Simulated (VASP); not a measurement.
# Y (C2/m) in VASP: single point with PBEsol

Aim: the single point of Y with PBEsol.

All numbers are computed with VASP 6.6.1; they aren't measurements. Logs are shortened: lines on timing, memory, paths and dates and some standing lists are left out, and cuts for length are marked.

## Step 1: The cell of the first run

Symmetry: C2/m, No. 12, monoclinic system. The conventional cell has a = 6.327 Å, b = 3.651 Å, c = 5.749 Å, α = 90.00°, β = 93.01°, γ = 90.00°. Within 4.6 Å of Y (site symmetry m) lie 12 Y at 3.47 to 3.65 Å.

## Step 2: Single point, PBEsol (strain +0.0525 x Voigt [0, 0, 0, 1, 0, 0])

File INCAR:

```
PREC = Accurate
ENCUT = 520
EDIFF = 1E-7
ISMEAR = 0
SIGMA = 0.15
LREAL = F
LASPH = T
NELM = 80
ALGO = Fast
ISIF = 2
LWAVE = F
LCHARG = T
GGA = PS
LELF = T
LVHAR = T
NBANDS = 18
```

File KPOINTS:

```
regular mesh
0
Gamma
  18 18 8
```

File POSCAR:

```
Y
1.0
    3.6514992371      0.0000000000      0.0000000000
   -1.8257496185      3.1622911012      0.0830101414
    0.0000000000      0.1508692500      5.7474000000
Y
2
Direct
    0.3333333333      0.6666666667      0.2500000000
    0.6666666667      0.3333333333      0.7500000000
```

Potentials or basis: VASP PAW PBE potentials, release 64 (Y_sv).

Started as:

```
> cat potpaw_PBE.64/Y_sv/POTCAR > POTCAR
> mpirun -np 1 vasp_std > vasp.out
```

OUTCAR:

```text
PREC = Accurate
   ENCUT = 520
   EDIFF = 1E-7
   ISMEAR = 0
   LREAL = F
   LASPH = T
   NELM = 80
   ISIF = 2
   GGA = PS

 ion  position               nearest neighbor table
   1  0.333  0.667  0.250-   2 3.47   2 3.52   2 3.52   2 3.61   2 3.61   2 3.65
   2  0.667  0.333  0.750-   1 3.47   1 3.52   1 3.52   1 3.61   1 3.61   1 3.65

  LATTYP: Found a base centered monoclinic cell.
 ALAT       =     6.3267608434
 B/A-ratio  =     0.5771514567
 C/A-ratio  =     0.9087398687
 COS(beta)  =    -0.0524638491

  Lattice vectors:

 A1 = (  -1.8257496186,  -3.1622911012,  -0.0830101414)
 A2 = (   1.8257496185,  -3.1622911012,  -0.0830101414)
 A3 = (   0.0000000000,   0.1508692500,   5.7474000000)

Analysis of symmetry for initial positions (statically):
=====================================================================
 Subroutine PRICEL returns:
 Original cell was already a primitive cell.

 Routine SETGRP: Setting up the symmetry group for a
 base centered monoclinic supercell.

 Subroutine GETGRP returns: Found  4 space group operations
 (whereof  4 operations were pure point group operations)
 out of a pool of  4 trial point group operations.

The static configuration has the point symmetry C_2h.

Analysis of symmetry for dynamics (positions and initial velocities):
=====================================================================
 Subroutine PRICEL returns:
 Original cell was already a primitive cell.

 Routine SETGRP: Setting up the symmetry group for a
 base centered monoclinic supercell.

 Subroutine GETGRP returns: Found  4 space group operations
 (whereof  4 operations were pure point group operations)
 out of a pool of  4 trial point group operations.

The dynamic configuration has the point symmetry C_2h.

 Subroutine INISYM returns: Found  4 space group operations
 (whereof  4 operations are pure point group operations),
 and found     1 'primitive' translations

----------------------------------------------------------------------------------------

                                     Primitive cell

  volume of cell :      66.3201

[... 81 lines left out ...]
   ICHARG =      2    charge: 1-file 2-atom 10-const
   ISPIN  =      1    spin polarized calculation?
   LNONCOLLINEAR =      F non collinear calculations
   LSORBIT =      F    spin-orbit coupling
   LASPH  =      T    aspherical Exc in radial PAW
   ENCUT  =  520.0 eV  38.22 Ry    6.18 a.u.   6.79  6.79 10.69*2*pi/ulx,y,z
   NELM   =     80;   NELMIN=  2; NELMDL= -5     # of ELM steps
   EDIFF  = 0.1E-06   stopping-criterion for ELM
   LREAL  =      F    real-space projection
   EDIFFG = 0.1E-05   stopping-criterion for IOM
   NSW    =      0    number of steps for IOM
   IBRION =     -1    ionic relax: 0-MD 1-quasi-New 2-CG
   NFREE  =      0    steps in history (QN), initial steepest desc. (CG)
   ISIF   =      2    stress and relaxation
   ISYM   =      2    0-nonsym 1-usesym 2-fastsym
   POTIM  = 0.5000    time-step for ionic-motion
   TEBEG  =    0.0;   TEEND  =   0.0 temperature during run
   PSTRESS=    0.0 pullay stress
   NELECT =      22.0000    total number of electrons
   NUPDOWN=      -1.0000    fix difference up-down
   EMIN   =  10.00;   EMAX   =-10.00  energy-range for DOS
   EFERMI =   0.00;   METHOD = LEGACY
   ISMEAR =     0;   SIGMA  =   0.15  broadening in eV -4-tet -1-fermi 0-gaus
   EFERMI_NEDOS =   21; number of points for ismear=-14 and -15
   IALGO  =     68    algorithm
   IMIX   =      4    mixing-type and parameters
     AMIX     =   0.40;   BMIX     =  1.00
     AMIX_MAG =   1.60;   BMIX_MAG =  1.00
  volume/ion in A,a.u.               =      33.16       223.78
  Fermi-wavevector in a.u.,A,eV,Ry     =   1.133272  2.141573 17.474025  1.284305
  Thomas-Fermi vector in A             =   2.269974
   LORBIT       =      0    0 simple, 1 ext, 2 COOP (PROOUT), +10 PAW based schemes
   GGA     = PS    functional components
   LHFCALC =     F    Hartree Fock is set to
   AEXX    =    0.0000 exact exchange contribution
   IVDW    =     0    specifies the selected vdW correction
   LEPSILON=     F    determine dielectric tensor
   LRPA    =     F    only Hartree local field effects (RPA)
 non-spin polarized calculation
 RMM-DIIS sequential band-by-band and
 Gauss-broadening in eV      SIGMA  =   0.15
  energy-cutoff  :      520.00
  volume of cell :       66.32
 maximum number of plane-waves:      1803
   NGX = 13   NGY = 13   NGZ = 21

 number of electron      22.0000001 magnetization

 Free energy of the ion-electron system (eV)
  ---------------------------------------------------
  ext. energy  EPLUGINS =         0.00000000
  ---------------------------------------------------
  free energy    TOTEN  =       -13.61714134 eV

  energy without entropy =      -13.57164751  energy(sigma->0) =      -13.59439443

 E-fermi :   2.8374     XC(G=0):  -9.4961

 val. band max:        2.8371918551   @ k =   0.2222   0.1667   0.3750
 cond. band min:       2.8378238338   @ k =  -0.3889   0.1111  -0.0000
 fundamental gap:      0.0006319787
 Fermi energy:         2.8374474057

 k-point     1 :       0.0000    0.0000    0.0000
  band No.  band energies     occupation
      1     -39.7850      2.00000
      2     -39.7134      2.00000
      3     -20.0777      2.00000
      4     -19.6049      2.00000
      5     -19.6030      2.00000
      6     -19.5223      2.00000
[... 481 lines left out ...]
      5     -19.7174      2.00000
      6     -19.6573      2.00000
[... 10 lines left out ...]
     17       5.9587      0.00000
     18       6.3691      0.00000

 [... further k-points ...]

------------------------ aborting loop because EDIFF is reached ----------------------------------------

  FORCE on cell =-STRESS in cart. coord.  units (eV):
  Direction    XX          YY          ZZ          XY          YZ          ZX
  --------------------------------------------------------------------------------------
  -------------------------------------------------------------------------------------
  Total       -0.8839139     -0.8860079     -1.1123379     -0.0000000     -0.5088167     -0.0000000
  in kB      -21.3538131    -21.4044002    -26.8721372     -0.0000000    -12.2921197     -0.0000000
  external PRESSURE =     -23.2101168 kB  Pullay stress =       0.0000000 kB

 VOLUME and BASIS-vectors are now :
 -----------------------------------------------------------------------------
  energy-cutoff  :      520.00
  volume of cell :       66.32
      direct lattice vectors                 reciprocal lattice vectors
     3.651499237  0.000000000  0.000000000     0.273860115  0.158222236 -0.004153334
    -1.825749618  3.162291101  0.083010141     0.000000000  0.316444472 -0.008306667
     0.000000000  0.150869250  5.747400000     0.000000000 -0.004570432  0.174111692

 POSITION                                       TOTAL-FORCE (eV/Angst)
 -----------------------------------------------------------------------------------
     -0.00000      2.14591      1.49219        -0.000000     -0.015757      0.000454
      1.82575      1.16725      4.33822         0.000000      0.015757     -0.000454
 -----------------------------------------------------------------------------------
    total drift:                                0.000000     -0.000000     -0.000000

  FREE ENERGIE OF THE ION-ELECTRON SYSTEM (eV)
  ---------------------------------------------------
  free  energy   TOTEN  =       -13.6171413383 eV

  energy  without entropy=      -13.5716475136  energy(sigma->0) =      -13.59439443
```

OSZICAR:

```text
N       E                     dE             d eps       ncg     rms          rms(c)
DAV:   1     0.876159956949E+02    0.87616E+02   -0.11280E+04 25036   0.116E+03
DAV:   2    -0.645967294057E+01   -0.94076E+02   -0.92531E+02 30826   0.258E+02
DAV:   3    -0.138893983421E+02   -0.74297E+01   -0.73553E+01 43968   0.431E+01
[... 14 lines left out ...]
RMM:  18    -0.136171403506E+02   -0.94578E-06   -0.88297E-06 38995   0.745E-03    0.399E-03
RMM:  19    -0.136171408441E+02   -0.49354E-06   -0.43989E-06 33926   0.521E-03    0.992E-04
RMM:  20    -0.136171411253E+02   -0.28115E-06   -0.26997E-06 29952   0.364E-03    0.218E-04
RMM:  21    -0.136171412523E+02   -0.12701E-06   -0.14578E-06 25697   0.265E-03    0.550E-04
RMM:  22    -0.136171413383E+02   -0.86012E-07   -0.89945E-07 22704   0.200E-03
   1 F= -.13617141E+02 E0= -.13594394E+02  d E =-.454938E-01
```

Wall time 14 min (1 thread of AMD EPYC 9R45 (Zen 5), shared host); peak memory 0.78 GiB.

What came out:

```
Free energy            : -13.6171 eV
Pressure               : -2.3 GPa
Largest force          : 0.016 eV/Å
Band gap on the k mesh : zero (bands 11 and 12 overlap by 1.37 eV)
```

Forces in eV/Å, atoms in the order of the input:
```
Y    0.000 -0.016  0.000
Y    0.000  0.016  0.000
```

Levels at points of the mesh, in eV from the Fermi level:
| k point | band 8 | band 9 | band 10 | band 11 | band 12 | band 13 | band 14 | band 15 |
| --- | --- | --- | --- | --- | --- | --- | --- | --- |
| (0.00, 0.00, 0.00) | -22.32 | -4.68 | -1.86 | 0.86 | 1.74 | 1.74 | 1.95 | 2.31 |
| (0.50, 0.00, 0.00) | -22.41 | -1.67 | -1.16 | -0.80 | -0.10 | 1.32 | 1.40 | 2.15 |
| (0.00, 0.50, 0.00) | -22.41 | -1.67 | -1.17 | -0.81 | -0.09 | 1.30 | 1.46 | 2.11 |
| (0.00, 0.00, 0.50) | -22.39 | -3.26 | -3.26 | 0.90 | 0.90 | 1.64 | 1.68 | 1.68 |
| (0.50, 0.00, 0.50) | -22.45 | -1.67 | -1.61 | 0.02 | 0.11 | 1.26 | 1.47 | 2.73 |
| (0.00, 0.50, 0.50) | -22.44 | -1.70 | -1.58 | -0.03 | 0.16 | 1.16 | 1.57 | 2.69 |

Caveat: the cell differs from its parent crystal (strain +0.0525 x Voigt [0, 0, 0, 1, 0, 0]); the PAW data sets were made with another functional, which shifts forces and pressure a little.
